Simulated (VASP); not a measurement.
Input of a VASP 6.6.1 run:

The input INCAR:

```
SYSTEM = NiO2
PREC = Accurate
ENCUT = 520
EDIFF = 1E-6
ISMEAR = 0
SIGMA = 0.05
LREAL = .FALSE.
LASPH = .TRUE.
NELM = 60
ALGO = Normal
ISIF = 2
LWAVE = .FALSE.
LCHARG = .FALSE.
GGA = CA
NBANDS = 18
```

KPOINTS

```
regular mesh
0
G
  12 12 6
  0 0 0
```

POSCAR

```
NiO2
1.0
    2.7239885620      0.0000000000      0.0000000000
   -1.3619942810      2.3590432943      0.0000000000
    0.0000000000      0.0000000000      4.3267834318
Ni O
1 2
Direct
    0.0000000000      0.0000000000      0.5000000000
    0.6666666667      0.3333333333      0.7305104846
    0.3333333333      0.6666666667      0.2694895154
```

Potentials or basis: VASP PAW LDA potentials, release 64 (Ni, O).

Launch:

```bash
$ cat potpaw_LDA.64/Ni/POTCAR potpaw_LDA.64/O/POTCAR > POTCAR
$ mpirun -np 1 vasp_std > vasp.out
```

Question: Estimate the pressure.

Answer: -4.3 GPa.

Question: What does it give for the largest force?

Answer: 1.047 eV/Å.

Question: Estimate the band gap on the k mesh.

Answer: 0.70 eV, indirect (least direct gap 0.85 eV).

Forces on the atoms (eV/Å):
```
Ni   0.000  0.000  0.000
O    0.000  0.000 -1.047
O    0.000  0.000  1.047
```

Caveat: forces of over 1 eV/Å act on the atoms, so gaps and moduli don't describe the material at rest. Spin polarisation is off, so any magnetic state and its effect on volume and gap are missing.
